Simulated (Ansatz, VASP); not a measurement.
## One calculation of Ta4O, two programs

Contents of INCAR:

```
SYSTEM = Ta4O
ALGO = Normal
EDIFF = 1E-7
ENCUT = 520
GGA = PE
ISIF = 2
ISMEAR = 0
LASPH = .TRUE.
LCHARG = .TRUE.
LELF = .TRUE.
LREAL = .FALSE.
LVHAR = .TRUE.
LWAVE = .FALSE.
NBANDS = 33
NELM = 60
PREC = Accurate
SIGMA = 0.15
```

File KPOINTS:

```
k-points
0
G
  14 14 8
  0 0 0
```

Contents of POSCAR:

```
Ta4O
1.0
    3.2547070451      0.0000000000      0.0000000000
    0.0000000000      3.2547070451      0.0000000000
    0.0000000000      0.0000000000      6.8407326610
Ta O
4 1
Direct
    0.0000000000      0.0000000000      0.5000000000
    0.5000000000      0.5000000000      0.7829127297
    0.5000000000      0.5000000000      0.2170872703
    0.0000000000      0.0000000000      0.0000000000
    0.5000000000      0.5000000000      0.5000000000
```

Input for Ansatz:

```yaml
crystal:
  lattice:
    - [3.2547070451, 0.0, 0.0]
    - [0.0, 3.2547070451, 0.0]
    - [0.0, 0.0, 6.840732661]
  atoms:
    - { symbol: Ta, position: [0.0, 0.0, 0.5] }
    - { symbol: Ta, position: [0.5, 0.5, 0.7829127297] }
    - { symbol: Ta, position: [0.5, 0.5, 0.2170872703] }
    - { symbol: Ta, position: [0.0, 0.0, 0.0] }
    - { symbol: O, position: [0.5, 0.5, 0.5] }
basis:
  ecutwfc: 420
kpoints:
  mp_grid: { grid: [14, 14, 8] }
hamiltonian:
  xc: pbe
scf:
  occupations: { method: gaussian, width: 0.15 }
output:
  forces: true
  stress: true
  eigenvalues: true
```

Change from the starting cell: strain -0.0750 x Voigt [0, 0, 1, 0, 0, 0], atoms carried along.

Alike in both runs: task single point; functional PBE; k mesh 14 × 14 × 8; occupations gaussian, width 0.15 eV; no spin polarisation.

|  | VASP | Ansatz |
| --- | --- | --- |
| version | VASP 6.6.1 | Ansatz 0.2.0 |
| potentials or method | VASP PAW PBE potentials, release 64 (Ta_pv, O), cutoff 520 eV | scalar-relativistic, plane waves, PAW |
| valence electrons in the cell | 50 | 58 |

```csv
,VASP,Ansatz,Ansatz less VASP
gap on the k mesh at the Fermi level (eV),none,none,-
pressure (GPa),26.0,25.4,-0.52
"traceless stress, the component that is largest in VASP (GPa)",21.43,21.07,-0.354
rms of the force components (eV/Å),0.646,0.617,-0.0282
```

Atom by atom the forces differ by 0.028 eV/Å (rms over components). A gap of «none» marks a metal or a gap that the smearing closes. VASP's potentials hold 50 valence electrons a cell and Ansatz's 58, so a difference there can come from the potentials and not from the codes.

Neither program's run includes spin-orbit coupling.
